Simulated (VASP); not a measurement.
The system is Au.

```
CELL_PARAMETERS angstrom
2.91696 0.00000 0.00000
-1.45848 2.52616 0.00000
0.00000 0.00000 4.89003
ATOMIC_POSITIONS crystal
Au 0.33333 0.66667 0.75000
Au 0.66667 0.33333 0.25000
```

This isn't the form of Au at room conditions, which is fcc.

- Program: VASP 6.6.1
- Task: relaxation of cell and atoms
- Functional: PBE
- Dispersion: D3(BJ)
- Potentials or basis: VASP PAW PBE potentials, release 64 (Au)
- Cutoff: 600 eV
- k mesh: 18 × 18 × 10
- Occupations: gaussian, width 0.1 eV
- Spin: no spin polarisation

At the start: pressure -5.9 GPa; volume 18.02 Å³/atom.

Problem. How do energy, volume and symmetry change on relaxing?

Solution. Over 16 steps the energy falls by 14.5 meV/atom and the volume is 17.26 Å³/atom (-4.2 %); space group P6_3/mmc (No. 194, to 0.1 Å) before and after.

Step by step:
| step | energy change (eV) | largest force (eV/Å) | pressure (GPa) | volume (Å³) |
| --- | --- | --- | --- | --- |
| 1 | 0.0000 | 0.0000 | -5.90 | 36.03 |
| 2 | 0.0275 | 0.0000 | 10.32 | 32.68 |
| 3 | -0.0288 | 0.0000 | -0.19 | 34.56 |
| 4 | -0.0288 | 0.0000 | 0.10 | 34.53 |
| 5 | -0.0289 | 0.0000 | -0.18 | 34.57 |
| 6 | -0.0289 | 0.0000 | -0.15 | 34.58 |
| 7 | -0.0289 | 0.0000 | -0.27 | 34.60 |
| 8 | -0.0290 | 0.0000 | -0.23 | 34.59 |
| 9 | -0.0290 | 0.0000 | -0.02 | 34.55 |
| 10 | -0.0290 | 0.0000 | -0.12 | 34.56 |
| 11 | -0.0290 | 0.0000 | -0.09 | 34.56 |
| 12 | -0.0290 | 0.0000 | -0.09 | 34.56 |
| 13 | -0.0290 | 0.0000 | -0.10 | 34.56 |
| 14 | -0.0290 | 0.0000 | -0.10 | 34.56 |
| 15 | -0.0290 | 0.0000 | -0.06 | 34.54 |
| 16 | -0.0290 | 0.0000 | 0.01 | 34.53 |

Final structure:
```
Au
1.0
     2.88138    0.00000    0.00000
    -1.44069    2.49535    0.00000
     0.00000    0.00000    4.80234
Au
2
Direct
  0.33333 0.66667 0.75000
  0.66667 0.33333 0.25000
```
